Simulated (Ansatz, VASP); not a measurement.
**One calculation of Re, two programs**

INCAR

```
PREC     = Accurate       # precision mode
ENCUT    = 520            # plane-wave cutoff, eV
EDIFF    = 1E-7           # SCF threshold, eV
ISMEAR   = -1             # smearing method
SIGMA    = 0.05           # smearing width, eV
LREAL    = False          # projectors in reciprocal space
LASPH    = True           # aspherical terms in the spheres
NELM     = 80             # most SCF steps
ALGO     = Normal         # electronic algorithm
ISIF     = 2              # what is computed and relaxed
LWAVE    = False          # write WAVECAR
LCHARG   = False          # write CHGCAR
GGA      = PE             # functional
NBANDS   = 18             # bands
```

Contents of KPOINTS:

```
regular mesh
0
Gamma
  15 15 15
```

Contents of POSCAR:

```
Re
1.0
    1.3839231524      0.7990084046      6.8995663312
   -1.3839231524      0.7990084046      6.8995663312
    0.0000000000     -1.5980168092      6.8995663312
Re
3
Direct
    0.0000000000      0.0000000000      0.0000000000
    0.2221738800      0.2221738800      0.2221738800
    0.7778261200      0.7778261200      0.7778261200
```

Input for Ansatz:

```yaml
crystal:
  lattice:
    - [1.3839231524, 0.7990084046, 6.8995663312]
    - [-1.3839231524, 0.7990084046, 6.8995663312]
    - [0.0, -1.5980168092, 6.8995663312]
  atoms:
    - { symbol: Re, position: [0.0, 0.0, 0.0] }
    - { symbol: Re, position: [0.22217388, 0.22217388, 0.22217388] }
    - { symbol: Re, position: [0.77782612, 0.77782612, 0.77782612] }
kpoints:
  mp_grid: { grid: [15, 15, 15] }
  band_path:
    path:
      - [0.0, 0.0, 0.0]
      - [0.5, 0.5, 0.5]
      - [0.824392709, 0.175607291, 0.5]
      - [0.5, -0.175607291, 0.175607291]
      - [0.5, 0.0, 0.0]
      - [0.0, 0.0, 0.0]
      - [0.3378036455, -0.3378036455, 0.0]
      - [0.6621963545, 0.0, 0.3378036455]
      - [0.5, 0.0, 0.5]
    npoints: 5
scf:
  occupations: { method: fermi_dirac, width: 0.05 }
hamiltonian:
  xc: pbe
  pseudopotentials: { kind: all_electron, lapw: { basis_error: 0.0005 } }
output:
  forces: true
  stress: true
  eigenvalues: true
```

Change from the starting cell: zz strain of +3 %.

Alike in both runs: task single point; functional PBE; k mesh 15 × 15 × 15; occupations fermi-dirac, width 0.05 eV; no spin polarisation.

|  | VASP | Ansatz |
| --- | --- | --- |
| version | VASP 6.6.1 | Ansatz 0.2.0 |
| potentials or method | VASP PAW PBE potentials, release 64 (Re), cutoff 520 eV | all-electron LAPW, scalar-relativistic |

Ansatz gave:

| Item | Value |
| --- | --- |
| pressure (GPa) | -6.6 |
| traceless stress, the component that is largest in VASP (GPa) | -8.25 |
| rms of the force components (eV/Å) | 0.034 |

Task: Which values does VASP return?

Result: Pressure (GPa): -7.3; traceless stress, the component that is largest in VASP (GPa): -8.20; rms of the force components (eV/Å): 0.036.

Atom by atom the forces differ by 0.002 eV/Å (rms over components). Ansatz ran all-electron here, and VASP with PAW potentials.

Spin-orbit coupling is off throughout.
